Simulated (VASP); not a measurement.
# ZrC (P6_3/mmc) in VASP: a series of runs

Runs on ZrC. Level: PBEsol. Tasks: single point.

Everything below comes from runs of VASP 6.6.1. Logs are shortened: lines on timing, memory, paths and dates and some standing lists are left out, and cuts for length are marked.

## Step 1: The cell of the first run

The structure is hexagonal, space group P6_3/mmc (No. 194). The conventional cell has a = 3.307 Å, b = 3.307 Å, c = 5.150 Å, α = 90.00°, β = 90.00°, γ = 120.00°. Within 3.0 Å of Zr (site symmetry -6m2) lie 6 C at 2.30 Å. Within 3.0 Å of C (site symmetry -3m) lie 6 Zr at 2.30 Å and 2 C at 2.57 Å.

## Step 2: Single point, PBEsol (volume scaled by 0.960)

INCAR reads:

```
PREC = Accurate
ENCUT = 520
EDIFF = 1E-7
ISMEAR = 0
SIGMA = 0.05
LREAL = False
LASPH = True
NELM = 60
ALGO = Normal
ISIF = 2
LWAVE = False
LCHARG = False
GGA = PS
NBANDS = 24
```

KPOINTS reads:

```
regular mesh
0
Gamma
  10 10 6
```

POSCAR reads:

```
ZrC
1.0
    3.3072186468      0.0000000000      0.0000000000
   -1.6536093234      2.8641353640      0.0000000000
    0.0000000000      0.0000000000      5.1495911776
Zr C
2 2
Direct
    0.3333333333      0.6666666667      0.2500000000
    0.6666666667      0.3333333333      0.7500000000
    0.0000000000      0.0000000000      0.0000000000
    0.0000000000      0.0000000000      0.5000000000
```

Potentials or basis: VASP PAW PBE potentials, release 64 (Zr_sv, C).

Launch:

```
$ cat potpaw_PBE.64/Zr_sv/POTCAR potpaw_PBE.64/C/POTCAR > POTCAR
$ mpirun -np 1 vasp_std > vasp.out
```

OUTCAR:

```text
PREC = Accurate
   ENCUT = 520
   EDIFF = 1E-7
   ISMEAR = 0
   LREAL = False
   LASPH = True
   NELM = 60
   ISIF = 2
   GGA = PS

 ion  position               nearest neighbor table
   1  0.333  0.667  0.250-   3 2.30   4 2.30   3 2.30   4 2.30   3 2.30   4 2.30   2 3.21   2 3.21
                             2 3.21   2 3.21   2 3.21   2 3.21
   2  0.667  0.333  0.750-   3 2.30   4 2.30   3 2.30   4 2.30   3 2.30   4 2.30   1 3.21   1 3.21
                             1 3.21   1 3.21   1 3.21   1 3.21
   3  0.000  0.000  0.000-   1 2.30   2 2.30   2 2.30   1 2.30   2 2.30   1 2.30
   4  0.000  0.000  0.500-   1 2.30   2 2.30   2 2.30   1 2.30   2 2.30   1 2.30

  LATTYP: Found a hexagonal cell.
 ALAT       =     3.3072186468
 C/A-ratio  =     1.5570761197

  Lattice vectors:

 A1 = (   3.3072186468,   0.0000000000,   0.0000000000)
 A2 = (  -1.6536093234,   2.8641353640,   0.0000000000)
 A3 = (   0.0000000000,   0.0000000000,   5.1495911776)

Analysis of symmetry for initial positions (statically):
=====================================================================
 Subroutine PRICEL returns:
 Original cell was already a primitive cell.

 Routine SETGRP: Setting up the symmetry group for a
 hexagonal supercell.

 Subroutine GETGRP returns: Found 24 space group operations
 (whereof 12 operations were pure point group operations)
 out of a pool of 24 trial point group operations.

The static configuration has the point symmetry D_3d.
 The point group associated with its full space group is D_6h.

Analysis of symmetry for dynamics (positions and initial velocities):
=====================================================================
 Subroutine PRICEL returns:
 Original cell was already a primitive cell.

 Routine SETGRP: Setting up the symmetry group for a
 hexagonal supercell.

 Subroutine GETGRP returns: Found 24 space group operations
 (whereof 12 operations were pure point group operations)
 out of a pool of 24 trial point group operations.

The dynamic configuration has the point symmetry D_3d.
 The point group associated with its full space group is D_6h.

 Subroutine INISYM returns: Found 24 space group operations
 (whereof 12 operations are pure point group operations),
 and found     1 'primitive' translations

----------------------------------------------------------------------------------------

                                     Primitive cell

  volume of cell :      48.7786

[... 87 lines left out ...]
   LNONCOLLINEAR =      F non collinear calculations
   LSORBIT =      F    spin-orbit coupling
   LASPH  =      T    aspherical Exc in radial PAW
   ENCUT  =  520.0 eV  38.22 Ry    6.18 a.u.   6.15  6.15  9.57*2*pi/ulx,y,z
   NELM   =     60;   NELMIN=  2; NELMDL= -5     # of ELM steps
   EDIFF  = 0.1E-06   stopping-criterion for ELM
   LREAL  =      F    real-space projection
   EDIFFG = 0.1E-05   stopping-criterion for IOM
   NSW    =      0    number of steps for IOM
   IBRION =     -1    ionic relax: 0-MD 1-quasi-New 2-CG
   NFREE  =      0    steps in history (QN), initial steepest desc. (CG)
   ISIF   =      2    stress and relaxation
   ISYM   =      2    0-nonsym 1-usesym 2-fastsym
   POTIM  = 0.5000    time-step for ionic-motion
   TEBEG  =    0.0;   TEEND  =   0.0 temperature during run
   PSTRESS=    0.0 pullay stress
   NELECT =      32.0000    total number of electrons
   NUPDOWN=      -1.0000    fix difference up-down
   EMIN   =  10.00;   EMAX   =-10.00  energy-range for DOS
   EFERMI =   0.00;   METHOD = LEGACY
   ISMEAR =     0;   SIGMA  =   0.05  broadening in eV -4-tet -1-fermi 0-gaus
   EFERMI_NEDOS =   21; number of points for ismear=-14 and -15
   IALGO  =     38    algorithm
   IMIX   =      4    mixing-type and parameters
     AMIX     =   0.40;   BMIX     =  1.00
     AMIX_MAG =   1.60;   BMIX_MAG =  1.00
  volume/ion in A,a.u.               =      12.19        82.29
  Fermi-wavevector in a.u.,A,eV,Ry     =   1.422487  2.688111 27.530986  2.023470
  Thomas-Fermi vector in A             =   2.543186
   LORBIT       =      0    0 simple, 1 ext, 2 COOP (PROOUT), +10 PAW based schemes
   GGA     = PS    functional components
   LHFCALC =     F    Hartree Fock is set to
   AEXX    =    0.0000 exact exchange contribution
   IVDW    =     0    specifies the selected vdW correction
   LEPSILON=     F    determine dielectric tensor
   LRPA    =     F    only Hartree local field effects (RPA)
 non-spin polarized calculation
 Gauss-broadening in eV      SIGMA  =   0.05
  energy-cutoff  :      520.00
  volume of cell :       48.78
 maximum number of plane-waves:      1339
 NGX is ok and might be reduce to    28
   NGX = 13   NGY = 13   NGZ = 19

 number of electron      31.9999999 magnetization

 Free energy of the ion-electron system (eV)
  ---------------------------------------------------
  ext. energy  EPLUGINS =         0.00000000
  ---------------------------------------------------
  free energy    TOTEN  =       -40.42769902 eV

  energy without entropy =      -40.42636959  energy(sigma->0) =      -40.42703430

 E-fermi :  10.6069     XC(G=0): -12.5888

 val. band max:       10.5977851112   @ k =   0.1000   0.1000   0.1667
 cond. band min:      10.6897191280   @ k =   0.0000   0.0000   0.1667
 fundamental gap:      0.0919340169
 Fermi energy:        10.6068636249

 k-point     1 :       0.0000    0.0000    0.0000
  band No.  band energies     occupation
      1     -37.4271      2.00000
      2     -37.2643      2.00000
      3     -16.2203      2.00000
      4     -15.2852      2.00000
      5     -15.2852      2.00000
      6     -15.1603      2.00000
[... 637 lines left out ...]
     23      16.7495      0.00000
     24      16.9638      0.00000

 [... further k-points ...]
[... 5 lines left out ...]
  --------------------------------------------------------------------------------------
  -------------------------------------------------------------------------------------
  Total        3.3028986      3.3028986      3.2509053      0.0000000      0.0000000      0.0000000
  in kB      108.4867319    108.4867319    106.7789649      0.0000000      0.0000000      0.0000000
  external PRESSURE =     107.9174763 kB  Pullay stress =       0.0000000 kB

 VOLUME and BASIS-vectors are now :
 -----------------------------------------------------------------------------
  energy-cutoff  :      520.00
  volume of cell :       48.78
      direct lattice vectors                 reciprocal lattice vectors
     3.307218647  0.000000000  0.000000000     0.302368881  0.174572755  0.000000000
    -1.653609323  2.864135364  0.000000000     0.000000000  0.349145509  0.000000000
     0.000000000  0.000000000  5.149591178     0.000000000  0.000000000  0.194190173

 POSITION                                       TOTAL-FORCE (eV/Angst)
 -----------------------------------------------------------------------------------
     -0.00000      1.90942      1.28740         0.000000      0.000000      0.000000
      1.65361      0.95471      3.86219        -0.000000      0.000000      0.000000
      0.00000      0.00000      0.00000        -0.000000      0.000000      0.000000
      0.00000      0.00000      2.57480        -0.000000      0.000000      0.000000
 -----------------------------------------------------------------------------------
    total drift:                               -0.000000      0.000000     -0.000000

  FREE ENERGIE OF THE ION-ELECTRON SYSTEM (eV)
  ---------------------------------------------------
  free  energy   TOTEN  =       -40.4276990157 eV

  energy  without entropy=      -40.4263695886  energy(sigma->0) =      -40.42703430
```

OSZICAR:

```text
N       E                     dE             d eps       ncg     rms          rms(c)
DAV:   1     0.253952142281E+03    0.25395E+03   -0.17240E+04  2688   0.136E+03
DAV:   2    -0.253371137690E+02   -0.27929E+03   -0.26445E+03  3216   0.378E+02
DAV:   3    -0.458410167236E+02   -0.20504E+02   -0.20270E+02  4936   0.822E+01
DAV:   4    -0.464292389739E+02   -0.58822E+00   -0.58798E+00  3072   0.135E+01
DAV:   5    -0.464484429689E+02   -0.19204E-01   -0.19203E-01  4312   0.175E+00    0.339E+01
DAV:   6    -0.407149444331E+02    0.57335E+01   -0.28042E+01  3152   0.278E+01    0.139E+01
DAV:   7    -0.404551695431E+02    0.25977E+00   -0.24500E+00  3824   0.776E+00    0.952E+00
DAV:   8    -0.404638269163E+02   -0.86574E-02   -0.43396E-01  3120   0.359E+00    0.182E+00
DAV:   9    -0.404281822194E+02    0.35645E-01   -0.17141E-01  3680   0.170E+00    0.627E-01
DAV:  10    -0.404284002952E+02   -0.21808E-03   -0.88933E-03  3312   0.673E-01    0.341E-01
DAV:  11    -0.404277082302E+02    0.69207E-03   -0.23326E-03  3664   0.242E-01    0.541E-02
DAV:  12    -0.404277004622E+02    0.77679E-05   -0.84857E-05  3376   0.531E-02    0.109E-02
DAV:  13    -0.404276999227E+02    0.53951E-06   -0.96329E-06  3360   0.184E-02    0.592E-03
DAV:  14    -0.404276991228E+02    0.79988E-06   -0.13098E-06  3136   0.696E-03    0.315E-03
DAV:  15    -0.404276990203E+02    0.10248E-06   -0.14476E-07  2304   0.253E-03    0.441E-04
DAV:  16    -0.404276990157E+02    0.46293E-08   -0.21155E-08  2064   0.970E-04
   1 F= -.40427699E+02 E0= -.40427034E+02  d E =-.132943E-02
```

stdout:

```text
POSCAR found type information on POSCAR ZrC
 POSCAR found :  2 types and       4 ions
 scaLAPACK will be used
 -----------------------------------------------------------------------------
|                                                                             |
|                                                                             |
|     You enforced a specific xc type in the INCAR file but a different       |
|     I HOPE YOU KNOW WHAT YOU ARE DOING!                                     |
|                                                                             |
 -----------------------------------------------------------------------------

 LDA part: xc-table for (Slater+PW92), standard interpolation
 POSCAR, INCAR and KPOINTS ok, starting setup
 FFT: planning ... GRIDC
 FFT: planning ... GRID_SOFT
 FFT: planning ... GRID
 WAVECAR not read
 entering main loop
```

It took 82 s on 1 thread of AMD EPYC 9R45 (Zen 5), shared host; peak memory 0.17 GiB.

Results:

```yaml
Free_energy: -40.4277 eV
Pressure: 10.8 GPa
Band_gap_on_the_k_mesh: zero (band 16 reaches 11.48 eV, above the bottom of band 17 at 10.47 eV)
```

Levels at points of the mesh, in eV from the Fermi level:
| k point | band 12 | band 13 | band 14 | band 15 | band 16 | band 17 | band 18 | band 19 | band 20 | band 21 |
| --- | --- | --- | --- | --- | --- | --- | --- | --- | --- | --- |
| (0.00, 0.00, 0.00) | -3.11 | -3.11 | -1.29 | -1.29 | 0.88 | 1.21 | 1.21 | 1.65 | 1.65 | 2.43 |
| (0.50, 0.00, 0.00) | -3.59 | -3.55 | -2.99 | -1.70 | -0.80 | 1.60 | 4.36 | 4.56 | 4.59 | 5.10 |
| (0.00, 0.00, 0.50) | -2.90 | -2.72 | -2.72 | -2.72 | -2.72 | 3.63 | 3.63 | 3.63 | 3.63 | 4.25 |
| (0.50, 0.00, 0.50) | -3.66 | -3.01 | -3.01 | -2.31 | -2.31 | 1.50 | 1.50 | 4.32 | 4.32 | 5.06 |

Caveat: the cell differs from its parent crystal (volume scaled by 0.960); the PAW data sets were made with another functional, which shifts forces and pressure a little.

## Step 3: Single point, PBEsol (volume scaled by 0.980)

INCAR reads:

```
PREC = Accurate
ENCUT = 520
EDIFF = 1E-7
ISMEAR = 0
SIGMA = 0.05
LREAL = False
LASPH = True
NELM = 100
ALGO = Normal
ISIF = 2
LWAVE = False
LCHARG = True
GGA = PS
LELF = True
LVHAR = True
NBANDS = 24
```

KPOINTS reads:

```
Automatic mesh
0
Gamma
  10 10 6
```

POSCAR reads:

```
ZrC
1.0
    3.3300277720      0.0000000000      0.0000000000
   -1.6650138860      2.8838886459      0.0000000000
    0.0000000000      0.0000000000      5.1851067218
Zr C
2 2
Direct
    0.3333333333      0.6666666667      0.2500000000
    0.6666666667      0.3333333333      0.7500000000
    0.0000000000      0.0000000000      0.0000000000
    0.0000000000      0.0000000000      0.5000000000
```

Potentials or basis: VASP PAW PBE potentials, release 64 (Zr_sv, C).

Launch:

```
$ cat potpaw_PBE.64/Zr_sv/POTCAR potpaw_PBE.64/C/POTCAR > POTCAR
$ mpirun -np 1 vasp_std > vasp.out
```

It took 82 s on 1 thread of AMD EPYC 9R45 (Zen 5), shared host; peak memory 0.17 GiB.

The run converged. Its results:

```
Free energy            : -40.4791 eV
Pressure               : 5.3 GPa
Band gap on the k mesh : zero (band 16 reaches 11.23 eV, above the bottom of band 17 at 10.24 eV)
```

Levels at points of the mesh, in eV from the Fermi level:
| k point | band 13 | band 14 | band 15 | band 16 | band 17 | band 18 | band 19 | band 20 |
| --- | --- | --- | --- | --- | --- | --- | --- | --- |
| (0.00, 0.00, 0.00) | -3.06 | -1.26 | -1.26 | 0.86 | 1.18 | 1.18 | 1.62 | 1.62 |
| (0.50, 0.00, 0.00) | -3.48 | -2.98 | -1.68 | -0.83 | 1.55 | 4.25 | 4.45 | 4.47 |
| (0.00, 0.00, 0.50) | -2.67 | -2.67 | -2.67 | -2.67 | 3.53 | 3.53 | 3.53 | 3.53 |
| (0.50, 0.00, 0.50) | -2.97 | -2.97 | -2.29 | -2.29 | 1.45 | 1.45 | 4.21 | 4.21 |

Caveat: the cell differs from its parent crystal (volume scaled by 0.980); the PAW data sets were made with another functional, which shifts forces and pressure a little.

## Step 4: Single point, PBEsol

This run uses another cell than the first one, of 12.70 Å³/atom, 1.042 times its volume.

INCAR reads:

```
ALGO     = Normal         # electronic algorithm
EDIFF    = 1E-7           # SCF threshold, eV
ENCUT    = 520            # plane-wave cutoff, eV
GGA      = PS             # functional
ISIF     = 2              # what is computed and relaxed
ISMEAR   = 0              # smearing method
LASPH    = T              # aspherical terms in the spheres
LCHARG   = F              # write CHGCAR
LREAL    = F              # projectors in reciprocal space
LWAVE    = F              # write WAVECAR
NBANDS   = 24             # bands
NELM     = 60             # most SCF steps
PREC     = Accurate       # precision mode
SIGMA    = 0.05           # smearing width, eV
```

KPOINTS reads:

```
k-points
0
Gamma
  10 10 6
```

POSCAR reads:

```
ZrC
1.0
    3.3502438969      0.0000000000      0.0000000000
   -1.6751219484      2.9013963236      0.0000000000
    0.0000000000      0.0000000000      5.2272646142
Zr C
2 2
Direct
    0.3333333333      0.6666666667      0.2500000000
    0.6666666667      0.3333333333      0.7500000000
    0.0000000000      0.0000000000      0.0000000000
    0.0000000000      0.0000000000      0.5000000000
```

Launch:

```
$ cat potpaw_PBE.64/Zr_sv/POTCAR potpaw_PBE.64/C/POTCAR > POTCAR
$ mpirun -np 1 vasp_std > vasp.out
```

It took 88 s on 1 thread of AMD EPYC 9R45 (Zen 5), shared host; peak memory 0.16 GiB.

The run converged. Its results:

```yaml
Free_energy: -40.4976 eV
Pressure: 0.4 GPa
Band_gap_on_the_k_mesh: zero (band 16 reaches 10.98 eV, above the bottom of band 17 at 10.02 eV)
```

Levels at points of the mesh, in eV from the Fermi level:
| k point | band 14 | band 15 | band 16 | band 17 | band 18 | band 19 |
| --- | --- | --- | --- | --- | --- | --- |
| (0.00, 0.00, 0.00) | -1.23 | -1.23 | 0.85 | 1.17 | 1.17 | 1.60 |
| (0.50, 0.00, 0.00) | -2.97 | -1.64 | -0.84 | 1.49 | 4.17 | 4.33 |
| (0.00, 0.00, 0.50) | -2.61 | -2.61 | -2.61 | 3.45 | 3.45 | 3.45 |
| (0.50, 0.00, 0.50) | -2.92 | -2.25 | -2.25 | 1.42 | 1.42 | 4.12 |

Caveat: the PAW data sets were made with another functional, which shifts forces and pressure a little.

[end of part 1 of 2]
